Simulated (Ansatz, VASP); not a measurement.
# P in VASP and in Ansatz

```
P
1.0
     3.61017   -0.03431   -0.02349
     2.01984    2.99245   -0.02349
     2.01984    1.06127    2.79804
P
2
Direct
  0.22933 0.22933 0.22933
  0.77067 0.77067 0.77067
```

Alike in both runs: functional LDA; k mesh 6 × 6 × 6; occupations fermi-dirac, width 0.05 eV; no spin polarisation.

Ansatz relaxed the structure, and its values are those at the end. VASP's run is a single point on that final structure, the one shown.

|  | VASP | Ansatz |
| --- | --- | --- |
| version | VASP 6.6.1 | Ansatz 0.2.0 |
| potentials or method | VASP PAW LDA potentials, release 64 (P) | plane waves, PAW |
| plane-wave cutoff (eV) | 520 | 420 |
| valence electrons in the cell | 10 | 10 |

```csv
,VASP,Ansatz,Ansatz less VASP
pressure (GPa),-0.2,0.0,+0.24
rms of the force components (eV/Å),0.019,0.001,-0.0187
```

LDA's correlation is that of Perdew and Zunger in VASP and of Perdew and Wang (1992) in Ansatz.

The k mesh is coarse, so the values compare programs but aren't converged.
